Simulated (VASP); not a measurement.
# InP (F-43m) in VASP: notebook

InP is run at these levels: PBE; tasks: G0W0 quasiparticle levels.

All numbers are computed with VASP 6.6.1; they aren't measurements. Logs are shortened: lines on timing, memory, paths and dates and some standing lists are left out, and cuts for length are marked.

### 1 The cell of the first run

It takes space group F-43m (No. 216, cubic). Conventional cell: a = 5.908 Å, b = 5.908 Å, c = 5.908 Å, α = 90.00°, β = 90.00°, γ = 90.00°. In (site symmetry -43m) has 4 P at 2.56 Å within 3.4 Å. P (site symmetry -43m) has 4 In at 2.56 Å within 3.4 Å.

### 2 G0W0 quasiparticle levels, PBE

Contents of POSCAR:

```
InP
1.0
    0.0000000000      2.9538133482      2.9538133482
    2.9538133482      0.0000000000      2.9538133482
    2.9538133482      2.9538133482      0.0000000000
In P
1 1
Direct
    0.0000000000      0.0000000000      0.0000000000
    0.2500000000      0.2500000000      0.2500000000
```

Contents of INCAR.step1:

```
SYSTEM = InP
  PREC = Accurate
  ENCUT = 500
  EDIFF = 1E-8
  ISMEAR = 0
  SIGMA = 0.01
  LREAL = .False.
  LASPH = .True.
  NELM = 80
  ALGO = Normal
  LWAVE = .True.
  LCHARG = .False.
  GGA = PE
```

Contents of INCAR.step2:

```
SYSTEM = InP
  PREC = Accurate
  ENCUT = 500
  EDIFF = 1E-8
  ISMEAR = 0
  SIGMA = 0.01
  LREAL = .False.
  LASPH = .True.
  NELM = 1
  ALGO = Exact
  LWAVE = .True.
  LCHARG = .False.
  GGA = PE
  NBANDS = 92
  LOPTICS = .True.
  ISTART = 1
```

Contents of INCAR.step3:

```
SYSTEM = InP
  PREC = Accurate
  ENCUT = 500
  EDIFF = 1E-8
  ISMEAR = 0
  SIGMA = 0.01
  LREAL = .False.
  LASPH = .True.
  ALGO = EVGW0
  LWAVE = .False.
  LCHARG = .False.
  GGA = PE
  NELMGW = 1
  NBANDS = 92
  ENCUTGW = 80.0
  NOMEGA = 96
  PRECFOCK = Fast
  ISTART = 1
  NBANDSGW = 17
  OMEGAMAX = 20
```

Contents of KPOINTS:

```
Automatic mesh
0
Gamma
  4 4 4
  0 0 0
```

Potentials or basis: VASP PAW PBE potentials, release 64 (In_d_GW, P_GW).

The run is started by

```console
$ cat potpaw_PBE.64/In_d_GW/POTCAR potpaw_PBE.64/P_GW/POTCAR > POTCAR
$ cp INCAR.step1 INCAR
$ mpirun -np 1 vasp_std > vasp.out
$ cp INCAR.step2 INCAR
$ mpirun -np 1 vasp_std > vasp.out
$ cp INCAR.step3 INCAR
$ mpirun -np 1 vasp_std > vasp.out
```

OUTCAR:

```text
SYSTEM = InP
   PREC = Accurate
   ENCUT = 500
   EDIFF = 1E-8
   ISMEAR = 0
   LREAL = .False.
   LASPH = .True.
   GGA = PE
   NELMGW = 1
   ENCUTGW = 80.0
   PRECFOCK = Fast
   ISTART = 1

 ion  position               nearest neighbor table
   1  0.000  0.000  0.000-   2 2.56   2 2.56   2 2.56   2 2.56
   2  0.250  0.250  0.250-   1 2.56   1 2.56   1 2.56   1 2.56

  LATTYP: Found a face centered cubic cell.
 ALAT       =     5.9076266964

  Lattice vectors:

 A1 = (   0.0000000000,   2.9538133482,   2.9538133482)
 A2 = (   2.9538133482,   0.0000000000,   2.9538133482)
 A3 = (   2.9538133482,   2.9538133482,   0.0000000000)

Analysis of symmetry for initial positions (statically):
=====================================================================
 Subroutine PRICEL returns:
 Original cell was already a primitive cell.

 Routine SETGRP: Setting up the symmetry group for a
 face centered cubic supercell.

 Subroutine GETGRP returns: Found 24 space group operations
 (whereof 24 operations were pure point group operations)
 out of a pool of 48 trial point group operations.

The static configuration has the point symmetry T_d .

Analysis of symmetry for dynamics (positions and initial velocities):
=====================================================================
 Subroutine PRICEL returns:
 Original cell was already a primitive cell.

 Routine SETGRP: Setting up the symmetry group for a
 face centered cubic supercell.

 Subroutine GETGRP returns: Found 24 space group operations
 (whereof 24 operations were pure point group operations)
 out of a pool of 48 trial point group operations.

The dynamic configuration has the point symmetry T_d .

 Subroutine INISYM returns: Found 24 space group operations
 (whereof 24 operations are pure point group operations),
 and found     1 'primitive' translations

----------------------------------------------------------------------------------------

                                     Primitive cell

  volume of cell :      51.5441

  direct lattice vectors                    reciprocal lattice vectors
     0.000000000  2.953813348  2.953813348    -0.169272713  0.169272713  0.169272713
     2.953813348  0.000000000  2.953813348     0.169272713 -0.169272713  0.169272713
     2.953813348  2.953813348  0.000000000     0.169272713  0.169272713 -0.169272713

  length of vectors
     4.177322898  4.177322898  4.177322898     0.293188940  0.293188940  0.293188940

  position of ions in fractional coordinates (direct lattice)
     0.000000000  0.000000000  0.000000000
     0.250000000  0.250000000  0.250000000

  ion indices of the primitive-cell ions
   primitive index   ion index
                 1           1
                 2           2

----------------------------------------------------------------------------------------

 KPOINTS: Automatic mesh

Automatic generation of k-mesh.
 Grid dimensions read from file:
 generate k-points for:    4    4    4

 Generating k-lattice:

  Cartesian coordinates                     Fractional coordinates (reciprocal lattice)
    -0.042318178  0.042318178  0.042318178     0.250000000  0.000000000  0.000000000
     0.042318178 -0.042318178  0.042318178     0.000000000  0.250000000  0.000000000
     0.042318178  0.042318178 -0.042318178     0.000000000  0.000000000  0.250000000

  Length of vectors
     0.073297235  0.073297235  0.073297235

  Shift w.r.t. Gamma in fractional coordinates (k-lattice)
     0.000000000  0.000000000  0.000000000

 Subroutine IBZKPT returns following result:
 ===========================================

 Found      8 irreducible k-points:

 Following reciprocal coordinates:
            Coordinates               Weight
  0.000000  0.000000  0.000000      1.000000
  0.250000  0.000000  0.000000      8.000000
  0.500000  0.000000  0.000000      4.000000
  0.250000  0.250000  0.000000      6.000000
  0.500000  0.250000  0.000000     24.000000
 -0.250000  0.250000  0.000000     12.000000
  0.500000  0.500000  0.000000      3.000000
 -0.250000  0.500000  0.250000      6.000000
   k-points           NKPTS =      8   k-points in BZ     NKDIM =     64   number of bands    NBANDS=     92
   number of dos      NEDOS =    301   number of ions     NIONS =      2
   total plane-waves  NPLWV =  27000
   dimension x,y,z NGX =    30 NGY =   30 NGZ =   30
   dimension x,y,z NGXF=    60 NGYF=   60 NGZF=   60
   ions per type =               1   1
   NGX,Y,Z   is equivalent  to a cutoff of  11.94, 11.94, 11.94 a.u.
   NGXF,Y,Z  is equivalent  to a cutoff of  23.88, 23.88, 23.88 a.u.
 SYSTEM =  InP
   PREC   = accura    normal or accurate (medium, high low for compatibility)
   ISTART =      1    job   : 0-new  1-cont  2-samecut
   ICHARG =      0    charge: 1-file 2-atom 10-const
   ISPIN  =      1    spin polarized calculation?
   LNONCOLLINEAR =      F non collinear calculations
   LSORBIT =      F    spin-orbit coupling
   LASPH  =      T    aspherical Exc in radial PAW
   ENCUT  =  500.0 eV  36.75 Ry    6.06 a.u.   7.62  7.62  7.62*2*pi/ulx,y,z
   NELM   =     60;   NELMIN=  2; NELMDL=  0     # of ELM steps
   EDIFF  = 0.1E-07   stopping-criterion for ELM
   LREAL  =      F    real-space projection
   EDIFFG = 0.1E-06   stopping-criterion for IOM
   NSW    =      0    number of steps for IOM
   IBRION =     -1    ionic relax: 0-MD 1-quasi-New 2-CG
   NFREE  =      0    steps in history (QN), initial steepest desc. (CG)
   ISIF   =      0    stress and relaxation
   ISYM   =      3    0-nonsym 1-usesym 2-fastsym
   POTIM  = 0.5000    time-step for ionic-motion
   TEBEG  =    0.0;   TEEND  =   0.0 temperature during run
   PSTRESS=    0.0 pullay stress
   NELECT =      18.0000    total number of electrons
   NUPDOWN=      -1.0000    fix difference up-down
   EMIN   =  10.00;   EMAX   =-10.00  energy-range for DOS
   EFERMI =   0.00;   METHOD = LEGACY
   ISMEAR =     0;   SIGMA  =   0.01  broadening in eV -4-tet -1-fermi 0-gaus
   EFERMI_NEDOS =   21; number of points for ismear=-14 and -15
   IALGO  =     38    algorithm
   IMIX   =      4    mixing-type and parameters
     AMIX     =   0.40;   BMIX     =  1.00
     AMIX_MAG =   1.60;   BMIX_MAG =  1.00
  volume/ion in A,a.u.               =      25.77       173.92
  Fermi-wavevector in a.u.,A,eV,Ry     =   1.152850  2.178570 18.082986  1.329062
  Thomas-Fermi vector in A             =   2.289498
   LORBIT       =      0    0 simple, 1 ext, 2 COOP (PROOUT), +10 PAW based schemes
   GGA     = PE    functional components
   LHFCALC =     T    Hartree Fock is set to
   PRECFOCK=fast      Normal, Fast or Accurate (Low or Medium for compatibility)
   ENCUT4O =  -1.0   cutoff for four orbital integrals eV
   NKREDX  =     1    reduce k-point grid by
   NKREDY  =     1    reduce k-point grid by
   NKREDZ  =     1    reduce k-point grid by
   AEXX    =    1.0000 exact exchange contribution
   HFSCREEN=    0.0000 screening length (either q_TF or 0.3 A-1)
   HFSCREENC=   0.0000 screening length for correlation (either q_TF or 0.3 A-1)
   ENCUTFOCK=  -1.0 apply spherical cutoff to Coloumb kernel
   IVDW    =     0    specifies the selected vdW correction
   LEPSILON=     F    determine dielectric tensor
   LRPA    =     F    only Hartree local field effects (RPA)
   LRPAFORCE           =     F    calculate RPA forces
   ENCUTGW             =  80.0    cutoff for response function in eV
   ENCUTGWSOFT         =  64.0    soft cutoff for Coulomb kernel in GW response function in eV
   ENCUTLF             =  -1.0    cutoff for local field effects
   NELMGW              =     1    number of iterations in solving QP/BSE equation
   NELMHF              =     1    number of iterations in the inner HF iteration
   NKREDLFX            =     1    NKREDLFY  =   1   NKREDLFZ  =   1
 non-spin polarized calculation
 Gauss-broadening in eV      SIGMA  =   0.01
  energy-cutoff  :      500.00
  volume of cell :       51.54
 maximum number of plane-waves:      1363
  NGX = 18; NGY = 18; NGZ = 18
   NGX = 15   NGY = 15   NGZ = 15
 maximum number of plane-waves:        92
 NGX is ok and might be reduce to    14

 QP shifts <psi_nk| G(iteration)W_0 |psi_nk>: iteration 1
 for sc-GW calculations column KS-energies equals QP-energies in previous step
 and V_xc(KS)=  KS-energies - (<T + V_ion + V_H > + <T+V_H+V_ion>^1  + <V_x>^1)

 k-point   1 :       0.0000    0.0000    0.0000
  band No.  KS-energies  QP-energies   sigma(KS)   V_xc(KS)     V^pw_x(r,r')   Z            occupation Imag(sigma)

      1     -10.4730     -12.4695     -19.4595     -16.6011     -25.3349       0.6985       2.0000       0.2923
      2     -10.4730     -12.4695     -19.4595     -16.6011     -25.3349       0.6985       2.0000       0.2923
      3     -10.4730     -12.4695     -19.4595     -16.6011     -25.3349       0.6985       2.0000       0.2923
      4     -10.3351     -12.3605     -19.5749     -16.6838     -25.3547       0.7006       2.0000       0.2237
      5     -10.3351     -12.3605     -19.5749     -16.6838     -25.3547       0.7006       2.0000       0.2237
      6      -7.6315      -7.8319     -11.6045     -11.2685     -18.1936       0.5962       2.0000       0.8542
[... 9 lines left out ...]
     16      13.0872      13.3763      -9.7232     -10.1220      -4.5204       0.7248       0.0000      -0.2621
     17      14.8449      14.6724      -7.7361      -7.5023      -2.2234       0.7380       0.0000      -0.4408

 k-point   2 :       0.2500    0.0000    0.0000
  band No.  KS-energies  QP-energies   sigma(KS)   V_xc(KS)     V^pw_x(r,r')   Z            occupation Imag(sigma)

      1     -10.5274     -12.4498     -19.2493     -16.4754     -25.2043       0.6931       2.0000       0.3096
      2     -10.4517     -12.4586     -19.4877     -16.6242     -25.3548       0.7009       2.0000       0.2885
      3     -10.4517     -12.4586     -19.4877     -16.6242     -25.3548       0.7009       2.0000       0.2885
      4     -10.3326     -12.3585     -19.5754     -16.6866     -25.3601       0.7013       2.0000       0.2236
      5     -10.3326     -12.3585     -19.5754     -16.6866     -25.3601       0.7013       2.0000       0.2236
      6      -6.9811      -7.2240     -11.9402     -11.5588     -18.2581       0.6369       2.0000       0.8419
[... 9 lines left out ...]
     16      12.8037      12.6018      -7.5505      -7.2771      -2.2952       0.7381       0.0000      -0.2874
     17      15.9377      15.9528      -8.6184      -8.6391      -2.8655       0.7329       0.0000      -0.5259

 k-point   3 :       0.5000    0.0000    0.0000
  band No.  KS-energies  QP-energies   sigma(KS)   V_xc(KS)     V^pw_x(r,r')   Z            occupation Imag(sigma)

      1     -10.5777     -12.4420     -19.0834     -16.3763     -25.1022       0.6886       2.0000       0.3274
      2     -10.4375     -12.4456     -19.4996     -16.6320     -25.3559       0.7003       2.0000       0.2821
      3     -10.4375     -12.4456     -19.4996     -16.6320     -25.3559       0.7003       2.0000       0.2821
      4     -10.3224     -12.3500     -19.5932     -16.7060     -25.3850       0.7023       2.0000       0.2252
      5     -10.3224     -12.3500     -19.5932     -16.7060     -25.3850       0.7023       2.0000       0.2252
      6      -5.9821      -6.2250     -12.5379     -12.1667     -18.5302       0.6544       2.0000       0.7432
[... 9 lines left out ...]
     16      14.2547      14.5655      -9.8378     -10.2590      -4.1587       0.7378       0.0000      -0.4209
     17      15.8605      16.1747      -9.8539     -10.2810      -3.8561       0.7358       0.0000      -0.6234

 k-point   4 :       0.2500    0.2500    0.0000
  band No.  KS-energies  QP-energies   sigma(KS)   V_xc(KS)     V^pw_x(r,r')   Z            occupation Imag(sigma)

      1     -10.5641     -12.4686     -19.1897     -16.4363     -25.1688       0.6917       2.0000       0.3191
      2     -10.4263     -12.4344     -19.5250     -16.6566     -25.3862       0.7001       2.0000       0.2821
      3     -10.4263     -12.4344     -19.5250     -16.6566     -25.3862       0.7001       2.0000       0.2821
      4     -10.3560     -12.3713     -19.5314     -16.6456     -25.3162       0.6983       2.0000       0.2271
      5     -10.3190     -12.3470     -19.5909     -16.7028     -25.3772       0.7022       2.0000       0.2228
      6      -6.7658      -7.0058     -11.9958     -11.6185     -18.2369       0.6362       2.0000       0.8304
[... 37 lines left out ...]
      2     -10.4311     -12.4395     -19.5092     -16.6366     -25.3585       0.6991       2.0000       0.2762
      3     -10.4241     -12.4299     -19.5277     -16.6602     -25.3898       0.6995       2.0000       0.2831
      4     -10.3360     -12.3574     -19.5642     -16.6774     -25.3507       0.7002       2.0000       0.2233
      5     -10.3301     -12.3546     -19.5748     -16.6876     -25.3640       0.7012       2.0000       0.2244
      6      -6.1012      -6.3394     -12.3576     -11.9902     -18.3848       0.6483       2.0000       0.7602
[... 9 lines left out ...]
     16      15.4151      15.7246     -10.0179     -10.4431      -4.0623       0.7278       0.0000      -0.5324
     17      15.7934      15.8116      -8.5044      -8.5289      -2.7813       0.7414       0.0000      -0.5097

 k-point   7 :       0.5000    0.5000    0.0000
  band No.  KS-energies  QP-energies   sigma(KS)   V_xc(KS)     V^pw_x(r,r')   Z            occupation Imag(sigma)

      1     -10.6398     -12.4805     -19.0175     -16.3333     -25.0683       0.6858       2.0000       0.3381
      2     -10.3810     -12.3925     -19.4804     -16.5993     -25.2702       0.6982       2.0000       0.2363
      3     -10.3774     -12.3997     -19.5943     -16.7177     -25.4422       0.7030       2.0000       0.2731
      4     -10.3774     -12.3997     -19.5943     -16.7177     -25.4422       0.7030       2.0000       0.2731
      5     -10.3029     -12.3298     -19.6059     -16.7218     -25.3987       0.7028       2.0000       0.2211
      6      -5.3511      -5.5525     -12.6772     -12.3751     -18.5252       0.6666       2.0000       0.6859
[... 9 lines left out ...]
     16      15.4037      15.6793      -9.9458     -10.3217      -4.2425       0.7331       0.0000      -0.4853
     17      15.4037      15.6793      -9.9458     -10.3217      -4.2425       0.7331       0.0000      -0.4853

 k-point   8 :      -0.2500    0.5000    0.2500
  band No.  KS-energies  QP-energies   sigma(KS)   V_xc(KS)     V^pw_x(r,r')   Z            occupation Imag(sigma)

      1     -10.6084     -12.4377     -19.0340     -16.3622     -25.0979       0.6847       2.0000       0.3369
      2     -10.4183     -12.4321     -19.5375     -16.6596     -25.3817       0.6998       2.0000       0.2730
      3     -10.3851     -12.4010     -19.5537     -16.6827     -25.4009       0.7021       2.0000       0.2734
      4     -10.3533     -12.3718     -19.5543     -16.6667     -25.3449       0.6990       2.0000       0.2289
      5     -10.3211     -12.3455     -19.5799     -16.6948     -25.3703       0.7017       2.0000       0.2233
      6      -5.2800      -5.4830     -12.8104     -12.5083     -18.6515       0.6720       2.0000       0.6781
[... 9 lines left out ...]
     16      15.6120      15.9747      -9.9886     -10.4935      -3.9845       0.7184       0.0000      -0.5203
     17      15.6233      15.6980      -9.1820      -9.2844      -3.3780       0.7292       0.0000      -0.5220
```

It took 4.4 min on 1 thread of Intel Xeon Platinum 8259CL at 2.50GHz (Skylake/Cascade Lake), shared host; peak memory 0.58 GiB.

Results:

```yaml
Quasiparticle_gap: 1.05 eV
Least_direct_quasiparticle_gap: 1.05 eV
Band_gap_of_the_starting_levels_on_the_mesh: 0.57 eV
Least_direct_gap_of_the_starting_levels_on_the_mesh: 0.57 eV
```

Caveat: the k points lie up to 0.46 Å⁻¹ apart; bands, screening cutoff and mesh are small and nothing is extrapolated, so the quasiparticle values aren't converged; spin-orbit coupling is left out, which moves the levels of the heavy elements.

[end of part 1 of 2]
